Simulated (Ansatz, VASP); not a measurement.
## Two plane-wave programs on Zn5S6

```
CELL_PARAMETERS angstrom
3.78763 0.00000 0.00000
0.00000 3.78763 0.00000
0.00000 0.00000 28.39130
ATOMIC_POSITIONS crystal
S 0.00000 0.50000 0.26592
S 0.50000 0.00000 0.35950
S 0.00000 0.50000 0.45304
S 0.50000 0.00000 0.54696
S 0.00000 0.50000 0.64050
S 0.50000 0.00000 0.73408
Zn 0.50000 0.50000 0.30997
Zn 0.00000 0.00000 0.40534
Zn 0.50000 0.50000 0.50000
Zn 0.00000 0.00000 0.59466
Zn 0.50000 0.50000 0.69003
```

Alike in both runs: functional PBEsol; k mesh 7 × 7 × 1; occupations gaussian, width 0.05 eV; no spin polarisation.

Ansatz relaxed the structure, and its values are those at the end. VASP's run is a single point on that final structure, the one shown.

|  | VASP | Ansatz |
| --- | --- | --- |
| version | VASP 6.6.1 | Ansatz 0.2.0 |
| potentials or method | VASP PAW PBE potentials, release 64 (S, Zn), cutoff 520 eV | scalar-relativistic, plane waves, PAW |
| valence electrons in the cell | 96 | 96 |

```tsv
	VASP	Ansatz	Ansatz less VASP
gap on the k mesh at the Fermi level (eV)	none	none	-
rms of the force components (eV/Å)	0.004	0.006	+0.0017
work function, face that differs most (eV)	7.11	7.12	+0.011
```

VASP's potentials were made for PBE, not for PBEsol. A gap of «none» marks a metal or a gap that the smearing closes. Ansatz's warnings: xc potential rough in thin density.
